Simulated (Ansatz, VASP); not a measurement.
# ZrC: VASP beside Ansatz

The input INCAR:

```
SYSTEM = ZrC
ALGO     = Normal         ! electronic algorithm
EDIFF    = 1E-6           ! SCF threshold, eV
ENCUT    = 600            ! plane-wave cutoff, eV
GGA      = PE             ! functional
GGA_COMPAT= .FALSE.      
ISIF     = 2              ! what is computed and relaxed
ISMEAR   = 0              ! smearing method
LASPH    = .TRUE.         ! aspherical terms in the spheres
LCHARG   = .TRUE.         ! write CHGCAR
LELF     = .TRUE.         ! ELF
LREAL    = .FALSE.        ! projectors in reciprocal space
LVHAR    = .TRUE.       
LWAVE    = .FALSE.        ! write WAVECAR
NBANDS   = 15             ! bands
NELM     = 120            ! most SCF steps
PREC     = Accurate       ! precision mode
SIGMA    = 0.05           ! smearing width, eV
```

File KPOINTS:

```
k-points
0
G
  8 8 8
  0 0 0
```

The input POSCAR:

```
ZrC
1.0
    0.0000000000      2.3525582226      2.3525582226
    2.3525582226      0.0000000000      2.3525582226
    2.3525582226      2.3525582226      0.0000000000
Zr C
1 1
Direct
    0.5000000000      0.5000000000      0.5000000000
    0.0000000000      0.0000000000      0.0000000000
```

Input for Ansatz:

```yaml
crystal:
  lattice:
    - [0.0, 2.3525582226, 2.3525582226]
    - [2.3525582226, 0.0, 2.3525582226]
    - [2.3525582226, 2.3525582226, 0.0]
  atoms:
    - { symbol: Zr, position: [0.5, 0.5, 0.5] }
    - { symbol: C, position: [0.0, 0.0, 0.0] }
basis:
  ecutwfc: 420
  ecutrho_ratio: 4
kpoints:
  mp_grid: { grid: [8, 8, 8] }
hamiltonian:
  xc: pbe
scf:
  occupations: { method: gaussian, width: 0.05 }
output:
  forces: true
  stress: true
  eigenvalues: true
```

Alike in both runs: task single point; functional PBE; k mesh 8 × 8 × 8; occupations gaussian, width 0.05 eV; no spin polarisation.

```csv
,VASP,Ansatz
version,VASP 6.6.1,Ansatz 0.2.0
potentials or method,"VASP PAW PBE potentials, release 64 (Zr_sv, C), cutoff 600 eV","scalar-relativistic, plane waves, PAW"
valence electrons in the cell,16,16
```

Ansatz gave:

```
gap on the k mesh at the Fermi level (eV) : none
pressure (GPa)                            : 0.5
```

Task: What did VASP give for the same quantities?

Result: gap on the k mesh at the Fermi level (eV): none; pressure (GPa): 0.7.

A gap of «none» marks a metal or a gap that the smearing closes. With one functional, cell and mesh, what is left measures potentials, basis and numerics.
